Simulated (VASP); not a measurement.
# Cd2S (P3m1) in VASP: settings compared

Aim: see how the results for Cd2S move with the level of theory and the settings. Levels: LDA, PBEsol. Tasks: single point.

Program: VASP 6.6.1. These are calculated values, not measurements. Logs are shortened: lines on timing, memory, paths and dates and some standing lists are left out, and cuts for length are marked.

## 1. The cell of the first run

Symmetry: P3m1, No. 156, trigonal system. The conventional cell has a = 3.882 Å, b = 3.882 Å, c = 5.691 Å, α = 90.00°, β = 90.00°, γ = 120.00°. Within 3.3 Å of Cd (site symmetry 3m) lie 2 S at 2.46 to 3.23 Å and 3 Cd at 3.01 Å. Cd (site symmetry 3m) has 3 S at 2.55 Å and 3 Cd at 3.01 Å within 3.4 Å. Within 3.3 Å of S (site symmetry 3m) lie 5 Cd at 2.46 to 3.23 Å.

## 2. Single point, LDA

Contents of INCAR:

```
PREC = Accurate ; ENCUT = 520
EDIFF = 1E-6 ; ISMEAR = -1
SIGMA = 0.05 ; LREAL = F
LASPH = T ; NELM = 80
ALGO = Normal ; ISIF = 2
LWAVE = F ; LCHARG = F
GGA = CA ; NBANDS = 22
```

Contents of KPOINTS:

```
regular mesh
0
Gamma
  7 7 4
```

Contents of POSCAR:

```
Cd2S
1.0
    3.8817765334      0.0000000000      0.0000000000
   -1.9408882667      3.3617170898      0.0000000000
    0.0000000000      0.0000000000      5.6906037861
Cd S
2 1
Direct
    0.3333333333      0.6666666667      0.9327170000
    0.6666666667      0.3333333333      0.5787350000
    0.3333333333      0.6666666667      0.3657050000
```

Potentials or basis: VASP PAW LDA potentials, release 64 (Cd, S).

Run with:

```bash
> cat potpaw_LDA.64/Cd/POTCAR potpaw_LDA.64/S/POTCAR > POTCAR
> mpirun -np 1 vasp_std > vasp.out
```

OUTCAR:

```text
PREC = Accurate
   ENCUT = 520
   EDIFF = 1E-6
   ISMEAR = -1
   LREAL = F
   LASPH = T
   NELM = 80
   ISIF = 2
   GGA = CA

 ion  position               nearest neighbor table
   1  0.333  0.667  0.933-   3 2.46   2 3.01   2 3.01   2 3.01   3 3.23
   2  0.667  0.333  0.579-   3 2.55   3 2.55   3 2.55   1 3.01   1 3.01   1 3.01
   3  0.333  0.667  0.366-   1 2.46   2 2.55   2 2.55   2 2.55   1 3.23

  LATTYP: Found a hexagonal cell.
 ALAT       =     3.8817765334
 C/A-ratio  =     1.4659792333

  Lattice vectors:

 A1 = (   3.8817765334,   0.0000000000,   0.0000000000)
 A2 = (  -1.9408882667,   3.3617170898,   0.0000000000)
 A3 = (   0.0000000000,   0.0000000000,   5.6906037861)

Analysis of symmetry for initial positions (statically):
=====================================================================
 Subroutine PRICEL returns:
 Original cell was already a primitive cell.

 Routine SETGRP: Setting up the symmetry group for a
 hexagonal supercell.

 Subroutine GETGRP returns: Found  6 space group operations
 (whereof  6 operations were pure point group operations)
 out of a pool of 24 trial point group operations.

The static configuration has the point symmetry C_3v.

Analysis of symmetry for dynamics (positions and initial velocities):
=====================================================================
 Subroutine PRICEL returns:
 Original cell was already a primitive cell.

 Routine SETGRP: Setting up the symmetry group for a
 hexagonal supercell.

 Subroutine GETGRP returns: Found  6 space group operations
 (whereof  6 operations were pure point group operations)
 out of a pool of 24 trial point group operations.

The dynamic configuration has the point symmetry C_3v.

 Subroutine INISYM returns: Found  6 space group operations
 (whereof  6 operations are pure point group operations),
 and found     1 'primitive' translations

----------------------------------------------------------------------------------------

                                     Primitive cell

  volume of cell :      74.2592

  direct lattice vectors                    reciprocal lattice vectors
     3.881776533  0.000000000  0.000000000     0.257614005  0.148733515  0.000000000
    -1.940888267  3.361717090  0.000000000     0.000000000  0.297467030  0.000000000
     0.000000000  0.000000000  5.690603786     0.000000000  0.000000000  0.175728277

  length of vectors
     3.881776533  3.881776533  5.690603786     0.297467030  0.297467030  0.175728277

  position of ions in fractional coordinates (direct lattice)
     0.333333333  0.666666667  0.932717000
     0.666666667  0.333333333  0.578735000
     0.333333333  0.666666667  0.365705000

  ion indices of the primitive-cell ions
   primitive index   ion index
                 1           1
                 2           2
                 3           3

----------------------------------------------------------------------------------------

 KPOINTS: regular mesh

Automatic generation of k-mesh.
 Grid dimensions read from file:
 generate k-points for:    7    7    4

 Generating k-lattice:

  Cartesian coordinates                     Fractional coordinates (reciprocal lattice)
     0.036802001  0.021247645  0.000000000     0.142857143  0.000000000  0.000000000
     0.000000000  0.042495290  0.000000000     0.000000000  0.142857143  0.000000000
     0.000000000  0.000000000  0.043932069     0.000000000  0.000000000  0.250000000

  Length of vectors
     0.042495290  0.042495290  0.043932069

  Shift w.r.t. Gamma in fractional coordinates (k-lattice)
     0.000000000  0.000000000  0.000000000

 Subroutine IBZKPT returns following result:
 ===========================================

 Found     28 irreducible k-points:

 Following reciprocal coordinates:
            Coordinates               Weight
  0.000000  0.000000  0.000000      1.000000
  0.142857  0.000000  0.000000      6.000000
  0.285714  0.000000  0.000000      6.000000
  0.428571  0.000000  0.000000      6.000000
  0.142857  0.142857  0.000000      6.000000
  0.285714  0.142857  0.000000     12.000000
[... 16 lines left out ...]
  0.285714  0.000000  0.500000      6.000000
  0.428571  0.000000  0.500000      6.000000
 [... further k-points ...]
   k-points           NKPTS =     28   k-points in BZ     NKDIM =     28   number of bands    NBANDS=     22
   number of dos      NEDOS =    301   number of ions     NIONS =      3
   total plane-waves  NPLWV =  37800
   dimension x,y,z NGX =    30 NGY =   30 NGZ =   42
   dimension x,y,z NGXF=    60 NGYF=   60 NGZF=   84
   ions per type =               2   1
   NGX,Y,Z   is equivalent  to a cutoff of  12.85, 12.85, 12.27 a.u.
   NGXF,Y,Z  is equivalent  to a cutoff of  25.70, 25.70, 24.54 a.u.
 SYSTEM =  unknown system
   PREC   = accura    normal or accurate (medium, high low for compatibility)
   ISTART =      0    job   : 0-new  1-cont  2-samecut
   ICHARG =      2    charge: 1-file 2-atom 10-const
   ISPIN  =      1    spin polarized calculation?
   LNONCOLLINEAR =      F non collinear calculations
   LSORBIT =      F    spin-orbit coupling
   LASPH  =      T    aspherical Exc in radial PAW
   ENCUT  =  520.0 eV  38.22 Ry    6.18 a.u.   7.22  7.22 10.58*2*pi/ulx,y,z
   NELM   =     80;   NELMIN=  2; NELMDL= -5     # of ELM steps
   EDIFF  = 0.1E-05   stopping-criterion for ELM
   LREAL  =      F    real-space projection
[... 7 lines left out ...]
   TEBEG  =    0.0;   TEEND  =   0.0 temperature during run
   PSTRESS=    0.0 pullay stress
   NELECT =      30.0000    total number of electrons
   NUPDOWN=      -1.0000    fix difference up-down
   EMIN   =  10.00;   EMAX   =-10.00  energy-range for DOS
   EFERMI =   0.00;   METHOD = LEGACY
   ISMEAR =    -1;   SIGMA  =   0.05  broadening in eV -4-tet -1-fermi 0-gaus
   EFERMI_NEDOS =   21; number of points for ismear=-14 and -15
   IALGO  =     38    algorithm
   IMIX   =      4    mixing-type and parameters
     AMIX     =   0.40;   BMIX     =  1.00
     AMIX_MAG =   1.60;   BMIX_MAG =  1.00
  volume/ion in A,a.u.               =      24.75       167.04
  Fermi-wavevector in a.u.,A,eV,Ry     =   1.210223  2.286989 19.927618  1.464639
  Thomas-Fermi vector in A             =   2.345776
   LORBIT       =      0    0 simple, 1 ext, 2 COOP (PROOUT), +10 PAW based schemes
   GGA     = CA    functional components
   LHFCALC =     F    Hartree Fock is set to
   AEXX    =    0.0000 exact exchange contribution
   IVDW    =     0    specifies the selected vdW correction
   LEPSILON=     F    determine dielectric tensor
   LRPA    =     F    only Hartree local field effects (RPA)
 non-spin polarized calculation
  energy-cutoff  :      520.00
  volume of cell :       74.26
 maximum number of plane-waves:      2017
 NGX is ok and might be reduce to    30
   NGX = 15   NGY = 15   NGZ = 21

 number of electron      30.0000016 magnetization

 Free energy of the ion-electron system (eV)
  ---------------------------------------------------
  ext. energy  EPLUGINS =         0.00000000
  ---------------------------------------------------
  free energy    TOTEN  =        -8.16465767 eV

  energy without entropy =       -8.16413285  energy(sigma->0) =       -8.16439526

 E-fermi :   1.7528     XC(G=0):  -9.9613

 val. band max:        1.5153219256   @ k =   0.1429   0.1429   0.5000
 cond. band min:       1.9965151520   @ k =   0.4286   0.0000   0.2500
 fundamental gap:      0.4811932265
 Fermi energy:         1.7527678988

 k-point     1 :       0.0000    0.0000    0.0000
  band No.  band energies     occupation
      1     -11.3561      2.00000
      2      -6.9180      2.00000
      3      -6.9180      2.00000
      4      -6.8437      2.00000
      5      -6.8437      2.00000
      6      -6.7406      2.00000
[... 14 lines left out ...]
     21      10.0876      0.00000
     22      11.7228      0.00000

 k-point     2 :       0.1429    0.0000    0.0000
  band No.  band energies     occupation
      1     -11.2779      2.00000
      2      -6.9291      2.00000
      3      -6.9176      2.00000
      4      -6.8383      2.00000
      5      -6.7916      2.00000
      6      -6.6728      2.00000
[... 14 lines left out ...]
     21      10.0572      0.00000
     22      11.2100      0.00000

 k-point     3 :       0.2857    0.0000    0.0000
  band No.  band energies     occupation
      1     -11.0995      2.00000
      2      -6.9350      2.00000
      3      -6.9310      2.00000
      4      -6.8200      2.00000
      5      -6.6624      2.00000
      6      -6.6416      2.00000
[... 14 lines left out ...]
     21       9.8538      0.00000
     22      10.2244      0.00000

 k-point     4 :       0.4286    0.0000    0.0000
  band No.  band energies     occupation
      1     -10.9546      2.00000
      2      -6.9514      2.00000
      3      -6.9122      2.00000
      4      -6.8245      2.00000
      5      -6.6441      2.00000
      6      -6.5827      2.00000
[... 14 lines left out ...]
     21       9.5114      0.00000
     22      10.4277      0.00000

 k-point     5 :       0.1429    0.1429    0.0000
  band No.  band energies     occupation
      1     -11.1495      2.00000
      2      -6.9464      2.00000
      3      -6.9187      2.00000
      4      -6.8100      2.00000
      5      -6.7198      2.00000
      6      -6.6086      2.00000
[... 14 lines left out ...]
     21       9.4612      0.00000
     22      10.5962      0.00000

 k-point     6 :       0.2857    0.1429    0.0000
  band No.  band energies     occupation
      1     -10.9879      2.00000
      2      -6.9957      2.00000
      3      -6.8842      2.00000
      4      -6.7803      2.00000
      5      -6.6590      2.00000
      6      -6.5708      2.00000
[... 14 lines left out ...]
     21       9.6042      0.00000
     22      10.6092      0.00000

 k-point     7 :       0.4286    0.1429    0.0000
  band No.  band energies     occupation
      1     -10.9157      2.00000
      2      -7.0215      2.00000
      3      -6.8439      2.00000
      4      -6.7879      2.00000
      5      -6.6562      2.00000
      6      -6.5713      2.00000
[... 324 lines left out ...]
      6      -6.5926      2.00000
[... 14 lines left out ...]
     21       9.3054      0.00000
     22      10.3438      0.00000

 k-point    21 :       0.0000    0.0000    0.5000
  band No.  band energies     occupation
      1     -11.2127      2.00000
      2      -7.2532      2.00000
      3      -6.9493      2.00000
      4      -6.9493      2.00000
      5      -6.8729      2.00000
      6      -6.8729      2.00000
[... 14 lines left out ...]
     21       9.6139      0.00000
     22      10.6770      0.00000

 k-point    22 :       0.1429    0.0000    0.5000
  band No.  band energies     occupation
      1     -11.1385      2.00000
      2      -7.2363      2.00000
      3      -6.9237      2.00000
      4      -6.9166      2.00000
      5      -6.8572      2.00000
      6      -6.8405      2.00000
[... 14 lines left out ...]
     21       9.9947      0.00000
     22      10.5371      0.00000

 k-point    23 :       0.2857    0.0000    0.5000
  band No.  band energies     occupation
      1     -10.9691      2.00000
      2      -7.2179      2.00000
      3      -6.8786      2.00000
      4      -6.8639      2.00000
      5      -6.7838      2.00000
      6      -6.7298      2.00000
[... 14 lines left out ...]
     21       9.5589      0.00000
     22      11.1974      0.00000

 k-point    24 :       0.4286    0.0000    0.5000
  band No.  band energies     occupation
      1     -10.8310      2.00000
      2      -7.2022      2.00000
      3      -6.8694      2.00000
      4      -6.8493      2.00000
      5      -6.7280      2.00000
      6      -6.5921      2.00000
[... 14 lines left out ...]
     21       9.1892      0.00000
     22      10.5142      0.00000

 [... further k-points ...]
[... 5 lines left out ...]
  --------------------------------------------------------------------------------------
  -------------------------------------------------------------------------------------
  Total       -0.9875385     -0.9875385     -1.0432189      0.0000000      0.0000000      0.0000000
  in kB      -21.3066199    -21.3066199    -22.5079514      0.0000000      0.0000000      0.0000000
  external PRESSURE =     -21.7070637 kB  Pullay stress =       0.0000000 kB

 VOLUME and BASIS-vectors are now :
 -----------------------------------------------------------------------------
  energy-cutoff  :      520.00
  volume of cell :       74.26
      direct lattice vectors                 reciprocal lattice vectors
     3.881776533  0.000000000  0.000000000     0.257614005  0.148733515  0.000000000
    -1.940888267  3.361717090  0.000000000     0.000000000  0.297467030  0.000000000
     0.000000000  0.000000000  5.690603786     0.000000000  0.000000000  0.175728277

 POSITION                                       TOTAL-FORCE (eV/Angst)
 -----------------------------------------------------------------------------------
     -0.00000      2.24114      5.30772        -0.000000      0.000000     -0.149419
      1.94089      1.12057      3.29335        -0.000000      0.000000      0.120494
     -0.00000      2.24114      2.08108         0.000000      0.000000      0.028925
 -----------------------------------------------------------------------------------
    total drift:                                0.000000     -0.000000      0.000228

  FREE ENERGIE OF THE ION-ELECTRON SYSTEM (eV)
  ---------------------------------------------------
  free  energy   TOTEN  =        -8.1646576744 eV

  energy  without entropy=       -8.1641328454  energy(sigma->0) =       -8.16439526
```

Run time: 26 s. Hardware: 1 thread of AMD EPYC 9R45 (Zen 5), shared host; peak memory 0.15 GiB.

What came out:

| Property | Result |
| --- | --- |
| Free energy | -8.1647 eV |
| Pressure | -2.2 GPa |
| Largest force | 0.149 eV/Å |
| Band gap on the k mesh | 0.48 eV (least direct gap 0.94 eV) |

Forces on the atoms (eV/Å):
```
Cd   0.000  0.000 -0.149
Cd   0.000  0.000  0.120
S    0.000  0.000  0.029
```

Stress tensor (GPa, compression positive):
```
-2.13  0.00  0.00
 0.00 -2.13  0.00
 0.00  0.00 -2.25
```

Levels at points of the mesh, in eV from the valence-band top:
| k point | band 11 | band 12 | band 13 | band 14 | band 15 | band 16 | band 17 | band 18 | band 19 | band 20 |
| --- | --- | --- | --- | --- | --- | --- | --- | --- | --- | --- |
| (0.00, 0.00, 0.00) | -7.62 | -4.63 | -3.86 | -0.63 | -0.63 | 3.27 | 5.21 | 6.90 | 6.90 | 8.57 |
| (0.00, 0.00, 0.50) | -7.63 | -6.23 | -0.54 | -0.54 | -0.15 | 1.28 | 4.74 | 6.49 | 6.49 | 8.10 |

Caveat: semilocal functionals underestimate gaps, and a narrow one can read as zero. A k mesh can miss the band edges.

## 3. Single point, PBEsol

This run uses another cell than the first one, of 25.28 Å³/atom.

Contents of INCAR:

```
SYSTEM = Cd2S
ALGO = Normal
EDIFF = 1E-7
ENCUT = 520
GGA = PS
ISIF = 2
ISMEAR = -1
LASPH = .TRUE.
LCHARG = .FALSE.
LREAL = .FALSE.
LWAVE = .FALSE.
NBANDS = 22
NELM = 100
PREC = Accurate
SIGMA = 0.05
```

Contents of KPOINTS:

```
k-points
0
G
  7 7 4
  0 0 0
```

Contents of POSCAR:

```
Cd2S
1.0
    3.9091138886      0.0000000000      0.0000000000
   -1.9545569443      3.3853919338      0.0000000000
    0.0000000000      0.0000000000      5.7306797810
Cd S
2 1
Direct
    0.3333333333      0.6666666667      0.9327170000
    0.6666666667      0.3333333333      0.5787350000
    0.3333333333      0.6666666667      0.3657050000
```

Potentials or basis: VASP PAW PBE potentials, release 64 (Cd, S).

Run with:

```bash
> cat potpaw_PBE.64/Cd/POTCAR potpaw_PBE.64/S/POTCAR > POTCAR
> mpirun -np 1 vasp_std > vasp.out
```

It took 33 s on 1 thread of AMD EPYC 9R45 (Zen 5), shared host; peak memory 0.18 GiB.

Results (log left out):

* Free energy: -7.2919 eV
* Pressure: -1.1 GPa
* Largest force: 0.080 eV/Å
* Band gap on the k mesh: 0.51 eV (least direct gap 0.91 eV)

Forces in eV/Å, atoms in the order of the input:
```
Cd   0.000  0.000 -0.080
Cd   0.000  0.000  0.057
S    0.000  0.000  0.023
```

Stress tensor (GPa, compression positive):
```
-1.20  0.00  0.00
 0.00 -1.20  0.00
 0.00  0.00 -1.01
```

Levels at points of the mesh, in eV from the valence-band top:
| k point | band 12 | band 13 | band 14 | band 15 | band 16 | band 17 | band 18 | band 19 |
| --- | --- | --- | --- | --- | --- | --- | --- | --- |
| (0.00, 0.00, 0.00) | -4.55 | -3.77 | -0.64 | -0.64 | 3.30 | 5.19 | 6.91 | 6.91 |
| (0.00, 0.00, 0.50) | -6.10 | -0.56 | -0.56 | -0.14 | 1.28 | 4.78 | 6.52 | 6.52 |

Caveat: semilocal functionals underestimate gaps, and a narrow one can read as zero; the PAW data sets were made with another functional, which shifts forces and pressure a little.

## 4. Single point, LDA

This run uses another cell than the first one, of 25.28 Å³/atom.

Contents of INCAR:

```
ALGO = Normal ; EDIFF = 1E-6
ENCUT = 520 ; ISIF = 2
ISMEAR = -1 ; LASPH = True
LCHARG = False ; LREAL = False
LWAVE = False ; NBANDS = 22
NELM = 100 ; PREC = Accurate
SIGMA = 0.05
```

Contents of KPOINTS:

```
k-points
0
Gamma
  7 7 4
```

POSCAR is that of step 3.

Potentials or basis: VASP PAW LDA potentials, release 64 (Cd, S).

Run with:

```bash
> cat potpaw_LDA.64/Cd/POTCAR potpaw_LDA.64/S/POTCAR > POTCAR
> mpirun -np 1 vasp_std > vasp.out
```

It took 28 s on 1 thread of AMD EPYC 9R45 (Zen 5), shared host; peak memory 0.16 GiB.

The run converged. Its results:

- Free energy: -8.1387 eV
- Pressure: -3.1 GPa
- Largest force: 0.100 eV/Å
- Band gap on the k mesh: 0.47 eV (least direct gap 0.89 eV)

Forces on the atoms (eV/Å):
```
Cd   0.000  0.000 -0.100
Cd   0.000  0.000  0.033
S    0.000  0.000  0.067
```

Stress tensor (GPa, compression positive):
```
-2.93  0.00  0.00
 0.00 -2.93  0.00
 0.00  0.00 -3.54
```

Levels at points of the mesh, in eV from the valence-band top:
| k point | band 12 | band 13 | band 14 | band 15 | band 16 | band 17 | band 18 | band 19 |
| --- | --- | --- | --- | --- | --- | --- | --- | --- |
| (0.00, 0.00, 0.00) | -4.56 | -3.79 | -0.62 | -0.62 | 3.22 | 5.14 | 6.86 | 6.86 |
| (0.00, 0.00, 0.50) | -6.12 | -0.53 | -0.53 | -0.14 | 1.22 | 4.73 | 6.45 | 6.45 |

Caveat: the cell stands under tension; semilocal functionals underestimate gaps, and a narrow one can read as zero. A k mesh can miss the band edges.

## 5. The runs side by side

```csv
level,potentials or basis,cell,gap on the mesh (eV),pressure (GPa),largest force (eV/Å)
LDA,"VASP PAW LDA potentials, release 64 (Cd, S)","a = 3.882, b = 3.882, c = 5.691 Å, angles 90.0, 90.0, 120.0°, 3 atoms",0.48,-2.2,0.15
PBEsol,"VASP PAW PBE potentials, release 64 (Cd, S)","a = 3.909, b = 3.909, c = 5.731 Å, angles 90.0, 90.0, 120.0°, 3 atoms",0.51,-1.1,0.08
LDA,"VASP PAW LDA potentials, release 64 (Cd, S)","a = 3.909, b = 3.909, c = 5.731 Å, angles 90.0, 90.0, 120.0°, 3 atoms",0.47,-3.1,0.10
```

Alike in all rows: task single point; no spin polarisation; k mesh 7 × 7 × 4; cutoff (eV) 520; smearing fermi-dirac 0.05 eV.

Caveats: semilocal functionals underestimate gaps, and a narrow one can read as zero; the PAW data sets were made with another functional, which shifts forces and pressure a little (at least some runs); the cell stands under tension (at least some runs).

Total energies depend on the potentials used, so only differences within one code and one set of settings carry meaning.
